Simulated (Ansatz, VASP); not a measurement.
**P: VASP beside Ansatz**

```
CELL_PARAMETERS angstrom
1.71680 0.99120 3.01961
-1.71680 0.99120 3.01961
0.00000 -1.98239 3.01961
ATOMIC_POSITIONS crystal
P 0.23347 0.23347 0.23347
P 0.76653 0.76653 0.76653
```

Alike in both runs: task single point; functional PBE; k mesh 15 × 15 × 15; occupations gaussian, width 0.1 eV; no spin polarisation.

|  | VASP | Ansatz |
| --- | --- | --- |
| version | VASP 6.6.1 | Ansatz 0.2.0 |
| potentials or method | VASP PAW PBE potentials, release 64 (P), cutoff 520 eV | scalar-relativistic, plane waves, PAW |
| valence electrons in the cell | 10 | 10 |

Ansatz gave:

* gap on the k mesh at the Fermi level (eV): none
* pressure (GPa): 1.7
* traceless stress, the component that is largest in VASP (GPa): -1.65
* rms of the force components (eV/Å): 0.162

Question: What did VASP give for the same quantities?

Answer: gap on the k mesh at the Fermi level (eV): none; pressure (GPa): 1.4; traceless stress, the component that is largest in VASP (GPa): -1.56; rms of the force components (eV/Å): 0.190.

Atom by atom the forces differ by 0.028 eV/Å (rms over components). A gap of «none» marks a metal or a gap that the smearing closes.
